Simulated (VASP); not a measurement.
# Al12H in VASP: single point with PBE

Aim: the single point of Al12H with PBE.

Program: VASP 6.6.1. These are calculated values, not measurements. Logs are shortened: lines on timing, memory, paths and dates and some standing lists are left out, and cuts for length are marked.

## Step 1: The cell of the first run

The cell holds a slab with vacuum, 13 atoms: a = 5.714 Å, b = 5.714 Å, c = 21.602 Å, α = 90.00°, β = 90.00°, γ = 120.00°.

## Step 2: Single point, PBE, collinear spin

Contents of INCAR:

```
PREC = Accurate
ENCUT = 520
EDIFF = 1E-7
ISMEAR = 0
SIGMA = 0.1
LREAL = False
LASPH = True
NELM = 150
ALGO = Normal
ISIF = 2
LWAVE = False
LCHARG = False
ISPIN = 2
MAGMOM = 0 0 0 0 0 0 0 0 0 0 0 0 1
LORBIT = 11
LDIPOL = True
IDIPOL = 3
DIPOL = 0.5 0.5 0.309
GGA = PE
NBANDS = 34
```

Contents of KPOINTS:

```
Automatic mesh
0
Gamma
  6 6 1
```

Contents of POSCAR:

```
Al12H
1.0
    5.7143028096      0.0000000000      0.0000000000
   -2.8571514048      4.9487313980      0.0000000000
    0.0000000000      0.0000000000     21.6016424764
Al H
12 1
Direct
    0.3333333333      0.1666666667      0.1851711047
    0.3333333333      0.6666666667      0.1851711047
    0.8333333333      0.1666666667      0.1851711047
    0.8333333333      0.6666666667      0.1851711047
    0.1666666667      0.3333333333      0.2916873740
    0.1666666667      0.8333333333      0.2916873740
    0.6666666667      0.3333333333      0.2916873740
    0.6666666667      0.8333333333      0.2916873740
    0.0000000000      0.0000000000      0.3981939098
    0.0000000000      0.5000000000      0.3981939098
    0.5000000000      0.0000000000      0.3981939098
    0.5000000000      0.5000000000      0.3981939098
    0.1111111111     -0.1111111111      0.5171663446
```

Potentials or basis: VASP PAW PBE potentials, release 64 (Al, H).

Launch:

```console
$ cat potpaw_PBE.64/Al/POTCAR potpaw_PBE.64/H/POTCAR > POTCAR
$ mpirun -np 1 vasp_std > vasp.out
```

OUTCAR:

```text
PREC = Accurate
   ENCUT = 520
   EDIFF = 1E-7
   ISMEAR = 0
   LREAL = False
   LASPH = True
   NELM = 150
   ISIF = 2
   ISPIN = 2
   LORBIT = 11
   GGA = PE

 ion  position               nearest neighbor table
   1  0.333  0.167  0.185-   5 2.83   6 2.83   7 2.83   4 2.86   2 2.86   2 2.86   4 2.86   3 2.86
                             3 2.86
   2  0.333  0.667  0.185-   6 2.83   5 2.83   8 2.83   3 2.86   1 2.86   1 2.86   3 2.86   4 2.86
                             4 2.86
   3  0.833  0.167  0.185-   7 2.83   8 2.83   5 2.83   4 2.86   2 2.86   4 2.86   2 2.86   1 2.86
                             1 2.86
   4  0.833  0.667  0.185-   8 2.83   7 2.83   6 2.83   3 2.86   1 2.86   3 2.86   1 2.86   2 2.86
                             2 2.86
   5  0.167  0.333  0.292-   9 2.83  12 2.83  10 2.83   1 2.83   2 2.83   3 2.83   8 2.86   6 2.86
                             6 2.86   8 2.86   7 2.86   7 2.86
   6  0.167  0.833  0.292-  10 2.83  11 2.83   9 2.83   2 2.83   1 2.83   4 2.83   7 2.86   5 2.86
                             5 2.86   7 2.86   8 2.86   8 2.86
   7  0.667  0.333  0.292-  11 2.83  10 2.83  12 2.83   3 2.83   4 2.83   1 2.83   8 2.86   6 2.86
                             8 2.86   6 2.86   5 2.86   5 2.86
   8  0.667  0.833  0.292-  12 2.83   9 2.83  11 2.83   4 2.83   3 2.83   2 2.83   7 2.86   5 2.86
                             7 2.86   5 2.86   6 2.86   6 2.86
   9  0.000  0.000  0.398-   5 2.83   8 2.83   6 2.83  10 2.86  12 2.86  10 2.86  12 2.86  11 2.86
                            11 2.86
  10  0.000  0.500  0.398-   6 2.83   7 2.83   5 2.83   9 2.86  11 2.86   9 2.86  11 2.86  12 2.86
                            12 2.86
  11  0.500  0.000  0.398-   7 2.83   6 2.83   8 2.83  10 2.86  12 2.86  12 2.86  10 2.86   9 2.86
                             9 2.86
  12  0.500  0.500  0.398-   8 2.83   5 2.83   7 2.83   9 2.86  11 2.86  11 2.86   9 2.86  10 2.86
                            10 2.86
  13  0.111  0.889  0.517-

  LATTYP: Found a hexagonal cell.
 ALAT       =     5.7143028096
 C/A-ratio  =     3.7802761240

  Lattice vectors:

 A1 = (   5.7143028096,   0.0000000000,   0.0000000000)
 A2 = (  -2.8571514048,   4.9487313980,   0.0000000000)
 A3 = (   0.0000000000,   0.0000000000,  21.6016424764)

Analysis of symmetry for initial positions (statically):
=====================================================================
 Subroutine PRICEL returns:
 Original cell was already a primitive cell.

 Routine SETGRP: Setting up the symmetry group for a
 hexagonal supercell.

 Subroutine GETGRP returns: Found  2 space group operations
 (whereof  2 operations were pure point group operations)
 out of a pool of 24 trial point group operations.

The static configuration has the point symmetry C_1h.

Analysis of symmetry for dynamics (positions and initial velocities):
=====================================================================
 Subroutine PRICEL returns:
 Original cell was already a primitive cell.

 Routine SETGRP: Setting up the symmetry group for a
 hexagonal supercell.

 Subroutine GETGRP returns: Found  2 space group operations
 (whereof  2 operations were pure point group operations)
 out of a pool of 24 trial point group operations.

The dynamic configuration has the point symmetry C_1h.

Analysis of structural, dynamic, and magnetic symmetry:
=====================================================================
 Subroutine PRICEL returns:
 Original cell was already a primitive cell.

 Routine SETGRP: Setting up the symmetry group for a
 hexagonal supercell.

 Subroutine GETGRP returns: Found  2 space group operations
 (whereof  2 operations were pure point group operations)
 out of a pool of 24 trial point group operations.

The overall configuration has the point symmetry C_1h.

 Subroutine INISYM returns: Found  2 space group operations
 (whereof  2 operations are pure point group operations),
 and found     1 'primitive' translations

----------------------------------------------------------------------------------------

                                     Primitive cell

  volume of cell :     610.8631

[... 106 lines left out ...]
   POTIM  = 0.5000    time-step for ionic-motion
   TEBEG  =    0.0;   TEEND  =   0.0 temperature during run
   PSTRESS=    0.0 pullay stress
   NELECT =      37.0000    total number of electrons
   NUPDOWN=      -1.0000    fix difference up-down
   EMIN   =  10.00;   EMAX   =-10.00  energy-range for DOS
   EFERMI =   0.00;   METHOD = LEGACY
   ISMEAR =     0;   SIGMA  =   0.10  broadening in eV -4-tet -1-fermi 0-gaus
   EFERMI_NEDOS =   21; number of points for ismear=-14 and -15
   IALGO  =     38    algorithm
   IMIX   =      4    mixing-type and parameters
     AMIX     =   0.40;   BMIX     =  1.00
     AMIX_MAG =   1.60;   BMIX_MAG =  1.00
  volume/ion in A,a.u.               =      46.99       317.10
  Fermi-wavevector in a.u.,A,eV,Ry     =   0.642926  1.214953  5.624015  0.413353
  Thomas-Fermi vector in A             =   1.709757
   LORBIT       =     11    0 simple, 1 ext, 2 COOP (PROOUT), +10 PAW based schemes
   GGA     = PE    functional components
   LHFCALC =     F    Hartree Fock is set to
   AEXX    =    0.0000 exact exchange contribution
   IVDW    =     0    specifies the selected vdW correction
   LEPSILON=     F    determine dielectric tensor
   LRPA    =     F    only Hartree local field effects (RPA)
 spin polarized calculation
 Gauss-broadening in eV      SIGMA  =   0.10
  energy-cutoff  :      520.00
  volume of cell :      610.86
 maximum number of plane-waves:     16489
   NGX = 21   NGY = 21   NGZ = 81

 dipolmoment           0.000000      0.000000     -0.004506 electrons x Angstroem

 number of electron      37.0000001 magnetization       0.4389089

 dipolmoment           0.000000      0.000000      0.206607 electrons x Angstroem

 Free energy of the ion-electron system (eV)
  ---------------------------------------------------
  ext. energy  EPLUGINS =         0.00000000
  ---------------------------------------------------
  free energy    TOTEN  =       -43.54684800 eV

  energy without entropy =      -43.50994910  energy(sigma->0) =      -43.52839855

 E-fermi :  -0.4679     XC(G=0):  -4.2891

 val. band max:       -0.4683642836   @ k =   0.3333   0.0000   0.0000
 cond. band min:      -0.4315168162   @ k =   0.3333   0.1667   0.0000
 fundamental gap:      0.0368474674
 Fermi energy:        -0.4678962592

 spin component 1

 k-point     1 :       0.0000    0.0000    0.0000
  band No.  band energies     occupation
      1     -11.0374      1.00000
      2      -9.3175      1.00000
      3      -6.6089      1.00000
      4      -5.1729      1.00000
      5      -5.1672      1.00000
      6      -5.1534      1.00000
[... 418 lines left out ...]
     29       2.9117      0.00000
     30       2.9148      0.00000
 Fermi energy:        -0.4678962592

 spin component 2

 k-point     1 :       0.0000    0.0000    0.0000
  band No.  band energies     occupation
      1     -11.0405      1.00000
      2      -9.3220      1.00000
      3      -6.6136      1.00000
      4      -5.1685      1.00000
      5      -5.1671      1.00000
      6      -5.1623      1.00000
[... 418 lines left out ...]
     29       2.9062      0.00000
     30       2.9153      0.00000
 [bands above 30 left out]

------------------------ aborting loop because EDIFF is reached ----------------------------------------

 vacuum level on the upper side and lower side of the slab       (xc-potential included)         0.622        -0.677

  FORCE on cell =-STRESS in cart. coord.  units (eV):
  Direction    XX          YY          ZZ          XY          YZ          ZX
  --------------------------------------------------------------------------------------
  -------------------------------------------------------------------------------------
  Total       -3.8271748     -3.7001105     -1.2984613      0.1100409      0.1906257     -0.3301735
  in kB      -10.0379488     -9.7046834     -3.4056161      0.2886164      0.4999749     -0.8659820
  external PRESSURE =      -7.7160828 kB  Pullay stress =       0.0000000 kB

 VOLUME and BASIS-vectors are now :
 -----------------------------------------------------------------------------
  energy-cutoff  :      520.00
  volume of cell :      610.86
      direct lattice vectors                 reciprocal lattice vectors
     5.714302810  0.000000000  0.000000000     0.174999476  0.101035995  0.000000000
    -2.857151405  4.948731398  0.000000000     0.000000000  0.202071990  0.000000000
     0.000000000  0.000000000 21.601642476     0.000000000  0.000000000  0.046292776

 POSITION                                       TOTAL-FORCE (eV/Angst)
 -----------------------------------------------------------------------------------
      1.42858      0.82479      4.00000         0.019873      0.071001     -0.036149
     -0.00000      3.29915      4.00000         0.050143     -0.028950     -0.040093
      4.28573      0.82479      4.00000        -0.020478      0.011823     -0.070978
      2.85715      3.29915      4.00000        -0.051552     -0.052711     -0.036149
      0.00000      1.64958      6.30093        -0.026867      0.030463     -0.041820
     -1.42858      4.12394      6.30093         0.032178     -0.018578      0.091022
      2.85715      1.64958      6.30093         0.047733     -0.027559     -0.055039
      1.42858      4.12394      6.30093        -0.039815      0.008036     -0.041820
      0.00000      0.00000      8.60164         0.174504     -0.100750      0.774464
     -1.42858      2.47437      8.60164        -0.007386      0.048026      0.168146
      2.85715      0.00000      8.60164        -0.045285     -0.017617      0.168146
      1.42858      2.47437      8.60164        -0.012801      0.007390     -0.008219
     -1.90477      4.39887     11.17164        -0.120246      0.069424     -0.871512
 -----------------------------------------------------------------------------------
    total drift:                               -0.000061      0.000035     -0.000028

  FREE ENERGIE OF THE ION-ELECTRON SYSTEM (eV)
  ---------------------------------------------------
  free  energy   TOTEN  =       -43.5468480000 eV

  energy  without entropy=      -43.5099491017  energy(sigma->0) =      -43.52839855

 vacuum level on the upper side and lower side of the slab         4.835         3.504

 total charge

# of ion       s       p       d       tot
------------------------------------------
    1        0.452   0.311   0.000   0.763
    2        0.450   0.313   0.000   0.763
    3        0.449   0.314   0.000   0.763
    4        0.452   0.311   0.000   0.763
    5        0.434   0.344   0.000   0.778
    6        0.431   0.342   0.000   0.773
    7        0.434   0.345   0.000   0.778
    8        0.434   0.344   0.000   0.778
    9        0.439   0.307   0.000   0.746
   10        0.451   0.306   0.000   0.757
   11        0.451   0.306   0.000   0.757
   12        0.454   0.309   0.000   0.763
   13        0.395   0.001   0.000   0.396
--------------------------------------------------
tot          5.726   3.850   0.000   9.576

 magnetization (x)

# of ion       s       p       d       tot
------------------------------------------
    1       -0.001   0.001   0.000  -0.000
    2       -0.001  -0.001   0.000  -0.001
    3       -0.001  -0.001   0.000  -0.002
    4       -0.001   0.001   0.000  -0.000
    5       -0.001   0.000   0.000  -0.001
    6        0.001  -0.001   0.000   0.000
    7       -0.002  -0.000   0.000  -0.003
    8       -0.001   0.000   0.000  -0.001
    9        0.001  -0.008   0.000  -0.008
   10        0.000  -0.001   0.000  -0.000
   11        0.000  -0.001   0.000  -0.000
   12       -0.003   0.001   0.000  -0.002
   13        0.213  -0.000   0.000   0.212
--------------------------------------------------
tot          0.204  -0.010   0.000   0.194
```

Run time: 13 min. Hardware: 1 thread of Intel Xeon 6975P-C (Granite Rapids), shared host; peak memory 1 GiB.

Results:

```
Free energy                                           : -43.5468 eV
Largest force                                         : 0.883 eV/Å
Net moment                                            : 0.44 μB per cell
Site moments                                          : Al -0.00, +0.00, -0.01 (each value once); H +0.21 μB
Valence electrons inside the program's atomic spheres : Al 0.76, 0.78, 0.77, 0.75 (each value once); H 0.40
```

Forces on the atoms (eV/Å):
```
Al   0.020  0.071 -0.036
Al   0.050 -0.029 -0.040
Al  -0.020  0.012 -0.071
Al  -0.052 -0.053 -0.036
Al  -0.027  0.030 -0.042
Al   0.032 -0.019  0.091
Al   0.048 -0.028 -0.055
Al  -0.040  0.008 -0.042
Al   0.175 -0.101  0.774
Al  -0.007  0.048  0.168
Al  -0.045 -0.018  0.168
Al  -0.013  0.007 -0.008
H   -0.120  0.069 -0.872
```

Levels at points of the mesh, in eV from the Fermi level:
Spin up:
```tsv
k point	band 17	band 18	band 19	band 20	band 21	band 22
(0.00, 0.00, 0.00)	-1.53	-0.35	-0.34	-0.31	-0.11	-0.11
(0.50, 0.00, 0.00)	-0.48	-0.21	-0.19	0.96	0.97	1.38
(0.50, 0.50, 0.00)	-0.49	-0.21	-0.20	0.96	0.97	1.38
```
Spin down:
| k point | band 14 | band 15 | band 16 | band 17 | band 18 | band 19 | band 20 | band 21 | band 22 | band 23 |
| --- | --- | --- | --- | --- | --- | --- | --- | --- | --- | --- |
| (0.00, 0.00, 0.00) | -2.73 | -2.72 | -2.72 | -0.57 | -0.36 | -0.35 | -0.28 | -0.12 | -0.12 | 0.15 |
| (0.50, 0.00, 0.00) | -1.58 | -0.50 | -0.49 | -0.23 | -0.21 | 0.36 | 0.96 | 0.98 | 1.36 | 1.46 |
| (0.50, 0.50, 0.00) | -1.58 | -0.49 | -0.49 | -0.22 | -0.21 | 0.33 | 0.96 | 0.96 | 1.36 | 1.46 |
